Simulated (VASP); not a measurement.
# SiC (F-43m) in VASP: single point with PBE

Aim: the single point of SiC with PBE.

Everything below comes from runs of VASP 6.6.1. Logs are shortened: lines on timing, memory, paths and dates and some standing lists are left out, and cuts for length are marked.

## Step 1: The cell of the first run

Symmetry: F-43m, No. 216, cubic system. Conventional cell: a = 4.380 Å, b = 4.380 Å, c = 4.380 Å, α = 90.00°, β = 90.00°, γ = 90.00°. Within 2.5 Å of Si (site symmetry -43m) lie 4 C at 1.90 Å. C (site symmetry -43m) has 4 Si at 1.90 Å within 2.5 Å.

## Step 2: Single point, PBE

Input file INCAR:

```
PREC = Accurate
ENCUT = 520
EDIFF = 1E-6
ISMEAR = 0
SIGMA = 0.05
LREAL = F
LASPH = T
NELM = 60
ALGO = Normal
ISIF = 2
LWAVE = F
LCHARG = F
GGA = PE
NBANDS = 16
```

Input file KPOINTS:

```
Automatic mesh
0
Gamma
  10 10 6
```

Input file POSCAR:

```
SiC
1.0
    0.0000000000     -2.1898271435     -2.1898271435
    0.0000000000      2.1898271435     -2.1898271435
    4.3796542871      0.0000000000      0.0000000000
Si C
2 2
Direct
    0.5000000000      0.5000000000      0.5000000000
    0.0000000000      0.0000000000      0.0000000000
    1.0000000000      0.5000000000      0.2500000000
    0.5000000000      0.0000000000      0.7500000000
```

Potentials or basis: VASP PAW PBE potentials, release 64 (Si, C).

Run with:

```console
$ cat potpaw_PBE.64/Si/POTCAR potpaw_PBE.64/C/POTCAR > POTCAR
$ mpirun -np 1 vasp_std > vasp.out
```

OUTCAR:

```text
PREC = Accurate
   ENCUT = 520
   EDIFF = 1E-6
   ISMEAR = 0
   LREAL = F
   LASPH = T
   NELM = 60
   ISIF = 2
   GGA = PE

 ion  position               nearest neighbor table
   1  0.500  0.500  0.500-   3 1.90   4 1.90   4 1.90   3 1.90   2 3.10   2 3.10   2 3.10   2 3.10
                             2 3.10   2 3.10   2 3.10   2 3.10
   2  0.000  0.000  0.000-   3 1.90   4 1.90   3 1.90   4 1.90   1 3.10   1 3.10   1 3.10   1 3.10
                             1 3.10   1 3.10   1 3.10   1 3.10
   3  0.000  0.500  0.250-   1 1.90   2 1.90   2 1.90   1 1.90
   4  0.500  0.000  0.750-   1 1.90   2 1.90   1 1.90   2 1.90

  LATTYP: Found a simple tetragonal cell.
 ALAT       =     3.0968832456
 C/A-ratio  =     1.4142135624

  Lattice vectors:

 A1 = (   0.0000000000,  -2.1898271435,  -2.1898271435)
 A2 = (   0.0000000000,   2.1898271435,  -2.1898271435)
 A3 = (   4.3796542871,   0.0000000000,   0.0000000000)

Analysis of symmetry for initial positions (statically):
=====================================================================
 Subroutine PRICEL returns following result:

  LATTYP: Found a face centered cubic cell.
 ALAT       =     4.3796542870

  Lattice vectors:

 A1 = (  -2.1898271435,   0.0000000000,   2.1898271435)
 A2 = (  -2.1898271436,  -2.1898271435,   0.0000000000)
 A3 = (   0.0000000000,  -2.1898271435,   2.1898271435)

   2 primitive cells build up your supercell.

 Routine SETGRP: Setting up the symmetry group for a
 simple tetragonal supercell.

 Subroutine GETGRP returns: Found  8 space group operations
 (whereof  8 operations were pure point group operations)
 out of a pool of 16 trial point group operations.

The static configuration has the point symmetry D_2d.

Analysis of symmetry for dynamics (positions and initial velocities):
=====================================================================
 Subroutine PRICEL returns following result:

  LATTYP: Found a face centered cubic cell.
 ALAT       =     4.3796542870

  Lattice vectors:

 A1 = (  -2.1898271435,   0.0000000000,   2.1898271435)
 A2 = (  -2.1898271436,  -2.1898271435,   0.0000000000)
 A3 = (   0.0000000000,  -2.1898271435,   2.1898271435)

   2 primitive cells build up your supercell.

 Routine SETGRP: Setting up the symmetry group for a
 simple tetragonal supercell.

 Subroutine GETGRP returns: Found  8 space group operations
 (whereof  8 operations were pure point group operations)
 out of a pool of 16 trial point group operations.

The dynamic configuration has the point symmetry D_2d.

 Subroutine INISYM returns: Found  8 space group operations
 (whereof  8 operations are pure point group operations),
 and found     2 'primitive' translations

----------------------------------------------------------------------------------------

                                     Primitive cell

  volume of cell :      21.0019

  direct lattice vectors                    reciprocal lattice vectors
    -2.189827144  0.000000000  2.189827143    -0.228328524  0.228328524  0.228328524
    -2.189827144 -2.189827143  0.000000000    -0.228328524 -0.228328524 -0.228328524
     0.000000000 -2.189827143  2.189827143     0.228328524 -0.228328524  0.228328524

  length of vectors
     3.096883246  3.096883246  3.096883246     0.395476605  0.395476605  0.395476605

  position of ions in fractional coordinates (direct lattice)
     1.000000000  1.000000000  0.000000000
     0.750000000  0.750000000  0.750000000

  ion indices of the primitive-cell ions
   primitive index   ion index
                 1           1
                 2           3

----------------------------------------------------------------------------------------

 KPOINTS: Automatic mesh

Automatic generation of k-mesh.
 Grid dimensions read from file:
 generate k-points for:   10   10    6

 Generating k-lattice:

  Cartesian coordinates                     Fractional coordinates (reciprocal lattice)
     0.000000000 -0.022832852 -0.022832852     0.100000000  0.000000000  0.000000000
     0.000000000  0.022832852 -0.022832852     0.000000000  0.100000000  0.000000000
     0.038054754  0.000000000  0.000000000     0.000000000  0.000000000  0.166666667

  Length of vectors
     0.032290530  0.032290530  0.038054754

  Shift w.r.t. Gamma in fractional coordinates (k-lattice)
     0.000000000  0.000000000  0.000000000

 Subroutine IBZKPT returns following result:
 ===========================================

 Found     84 irreducible k-points:

 Following reciprocal coordinates:
            Coordinates               Weight
  0.000000  0.000000  0.000000      1.000000
  0.100000  0.000000  0.000000      4.000000
  0.200000  0.000000  0.000000      4.000000
  0.300000  0.000000  0.000000      4.000000
  0.400000  0.000000  0.000000      4.000000
  0.500000  0.000000  0.000000      2.000000
[... 16 lines left out ...]
  0.100000  0.000000  0.166667      8.000000
  0.200000  0.000000  0.166667      8.000000
 [... further k-points ...]
   k-points           NKPTS =     84   k-points in BZ     NKDIM =     84   number of bands    NBANDS=     16
   number of dos      NEDOS =    301   number of ions     NIONS =      4
   total plane-waves  NPLWV =  20736
   dimension x,y,z NGX =    24 NGY =   24 NGZ =   36
   dimension x,y,z NGXF=    48 NGYF=   48 NGZF=   72
   ions per type =               2   2
   NGX,Y,Z   is equivalent  to a cutoff of  12.88, 12.88, 13.67 a.u.
   NGXF,Y,Z  is equivalent  to a cutoff of  25.77, 25.77, 27.33 a.u.
 SYSTEM =  unknown system
   PREC   = accura    normal or accurate (medium, high low for compatibility)
   ISTART =      0    job   : 0-new  1-cont  2-samecut
   ICHARG =      2    charge: 1-file 2-atom 10-const
   ISPIN  =      1    spin polarized calculation?
   LNONCOLLINEAR =      F non collinear calculations
   LSORBIT =      F    spin-orbit coupling
   LASPH  =      T    aspherical Exc in radial PAW
   ENCUT  =  520.0 eV  38.22 Ry    6.18 a.u.   5.76  5.76  8.14*2*pi/ulx,y,z
   NELM   =     60;   NELMIN=  2; NELMDL= -5     # of ELM steps
   EDIFF  = 0.1E-05   stopping-criterion for ELM
   LREAL  =      F    real-space projection
   EDIFFG = 0.1E-04   stopping-criterion for IOM
   NSW    =      0    number of steps for IOM
   IBRION =     -1    ionic relax: 0-MD 1-quasi-New 2-CG
   NFREE  =      0    steps in history (QN), initial steepest desc. (CG)
   ISIF   =      2    stress and relaxation
   ISYM   =      2    0-nonsym 1-usesym 2-fastsym
   POTIM  = 0.5000    time-step for ionic-motion
   TEBEG  =    0.0;   TEEND  =   0.0 temperature during run
   PSTRESS=    0.0 pullay stress
   NELECT =      16.0000    total number of electrons
   NUPDOWN=      -1.0000    fix difference up-down
   EMIN   =  10.00;   EMAX   =-10.00  energy-range for DOS
   EFERMI =   0.00;   METHOD = LEGACY
   ISMEAR =     0;   SIGMA  =   0.05  broadening in eV -4-tet -1-fermi 0-gaus
   EFERMI_NEDOS =   21; number of points for ismear=-14 and -15
   IALGO  =     38    algorithm
   IMIX   =      4    mixing-type and parameters
     AMIX     =   0.40;   BMIX     =  1.00
     AMIX_MAG =   1.60;   BMIX_MAG =  1.00
  volume/ion in A,a.u.               =      10.50        70.86
  Fermi-wavevector in a.u.,A,eV,Ry     =   1.186729  2.242593 19.161444  1.408326
  Thomas-Fermi vector in A             =   2.322896
   LORBIT       =      0    0 simple, 1 ext, 2 COOP (PROOUT), +10 PAW based schemes
   GGA     = PE    functional components
   LHFCALC =     F    Hartree Fock is set to
   AEXX    =    0.0000 exact exchange contribution
   IVDW    =     0    specifies the selected vdW correction
   LEPSILON=     F    determine dielectric tensor
   LRPA    =     F    only Hartree local field effects (RPA)
 non-spin polarized calculation
 Gauss-broadening in eV      SIGMA  =   0.05
  energy-cutoff  :      520.00
  volume of cell :       42.00
 maximum number of plane-waves:      1176
 NGX is ok and might be reduce to    24
   NGX = 11   NGY = 11   NGZ = 17

 number of electron      15.9999997 magnetization

 Free energy of the ion-electron system (eV)
  ---------------------------------------------------
  ext. energy  EPLUGINS =         0.00000000
  ---------------------------------------------------
  free energy    TOTEN  =       -30.12186326 eV

  energy without entropy =      -30.12186326  energy(sigma->0) =      -30.12186326

 E-fermi :   8.2363     XC(G=0): -11.2914

 val. band max:        7.9408502624   @ k =   0.0000   0.0000   0.0000
 cond. band min:       9.3115100134   @ k =   0.5000   0.5000   0.0000
 fundamental gap:      1.3706597510
 Fermi energy:         8.2362730106

 k-point     1 :       0.0000    0.0000    0.0000
  band No.  band energies     occupation
      1      -7.3461      2.00000
      2      -2.3988      2.00000
      3       0.1928      2.00000
      4       4.7848      2.00000
      5       4.7848      2.00000
      6       7.9408      2.00000
[... 8 lines left out ...]
     15      21.8023      0.00000
     16      21.8024      0.00000

 k-point     2 :       0.1000    0.0000    0.0000
  band No.  band energies     occupation
      1      -7.2173      2.00000
      2      -2.3640      2.00000
      3       0.2932      2.00000
      4       4.0714      2.00000
      5       4.8817      2.00000
      6       7.3268      2.00000
[... 8 lines left out ...]
     15      21.3606      0.00000
     16      21.4788      0.00000

 k-point     3 :       0.2000    0.0000    0.0000
  band No.  band energies     occupation
      1      -6.8340      2.00000
      2      -2.3367      2.00000
      3       0.5555      2.00000
      4       2.8798      2.00000
      5       5.1649      2.00000
      6       5.9941      2.00000
[... 8 lines left out ...]
     15      20.0090      0.00000
     16      20.2929      0.00000
[... 362 lines left out ...]
 k-point    23 :       0.1000    0.0000    0.1667
  band No.  band energies     occupation
      1      -7.0393      2.00000
      2      -3.1925      2.00000
      3       1.1971      2.00000
      4       4.3007      2.00000
      5       5.0252      2.00000
      6       6.5047      2.00000
[... 8 lines left out ...]
     15      20.6045      0.00000
     16      20.7310      0.00000

 k-point    24 :       0.2000    0.0000    0.1667
  band No.  band energies     occupation
      1      -6.6593      2.00000
      2      -3.0110      2.00000
      3       1.0203      2.00000
      4       3.4161      2.00000
      5       5.0821      2.00000
      6       5.3000      2.00000
[... 8 lines left out ...]
     15      19.5098      0.00000
     16      19.5999      0.00000

 [... further k-points ...]

------------------------ aborting loop because EDIFF is reached ----------------------------------------

  FORCE on cell =-STRESS in cart. coord.  units (eV):
  Direction    XX          YY          ZZ          XY          YZ          ZX
  --------------------------------------------------------------------------------------
  -------------------------------------------------------------------------------------
  Total       -0.0112361     -0.0103369     -0.0103369      0.0000000      0.0000000      0.0000000
  in kB       -0.4285859     -0.3942873     -0.3942873      0.0000000      0.0000000      0.0000000
  external PRESSURE =      -0.4057202 kB  Pullay stress =       0.0000000 kB

 VOLUME and BASIS-vectors are now :
 -----------------------------------------------------------------------------
  energy-cutoff  :      520.00
  volume of cell :       42.00
      direct lattice vectors                 reciprocal lattice vectors
     0.000000000 -2.189827144 -2.189827144     0.000000000 -0.228328524 -0.228328524
     0.000000000  2.189827144 -2.189827144     0.000000000  0.228328524 -0.228328524
     4.379654287  0.000000000  0.000000000     0.228328524  0.000000000  0.000000000

 POSITION                                       TOTAL-FORCE (eV/Angst)
 -----------------------------------------------------------------------------------
      2.18983      0.00000     -2.18983        -0.000000     -0.000000     -0.000000
      0.00000      0.00000      0.00000         0.000000     -0.000000     -0.000000
      1.09491      1.09491     -1.09491         0.000000      0.000000      0.000000
      3.28474     -1.09491     -1.09491         0.000000      0.000000      0.000000
 -----------------------------------------------------------------------------------
    total drift:                               -0.000000      0.000000     -0.000000

  FREE ENERGIE OF THE ION-ELECTRON SYSTEM (eV)
  ---------------------------------------------------
  free  energy   TOTEN  =       -30.1218632550 eV

  energy  without entropy=      -30.1218632550  energy(sigma->0) =      -30.12186326
```

It took 23 s on 1 thread of Intel Xeon Platinum 8559C (Emerald Rapids), shared host; peak memory 0.17 GiB.

What came out:

```yaml
Free_energy: -30.1219 eV
Pressure: 0.0 GPa
Band_gap_on_the_k_mesh: 1.37 eV
```

Levels at points of the mesh, in eV from the valence-band top:
| k point | band 6 | band 7 | band 8 | band 9 | band 10 | band 11 |
| --- | --- | --- | --- | --- | --- | --- |
| (0.00, 0.00, 0.00) | 0.00 | 0.00 | 0.00 | 1.37 | 4.27 | 6.06 |
| (0.50, 0.00, 0.00) | -4.29 | -1.18 | -1.18 | 5.48 | 5.48 | 8.64 |
| (0.50, 0.50, 0.00) | -3.16 | -3.16 | -3.16 | 1.37 | 1.37 | 4.27 |
| (0.00, 0.00, 0.50) | -1.91 | -1.91 | -1.91 | 4.01 | 4.01 | 6.27 |
| (0.50, 0.00, 0.50) | -1.05 | -1.05 | -1.05 | 5.30 | 5.30 | 7.17 |
| (0.50, 0.50, 0.50) | -4.92 | -4.63 | -4.63 | 5.19 | 5.19 | 9.30 |

A k mesh can miss the band edges.
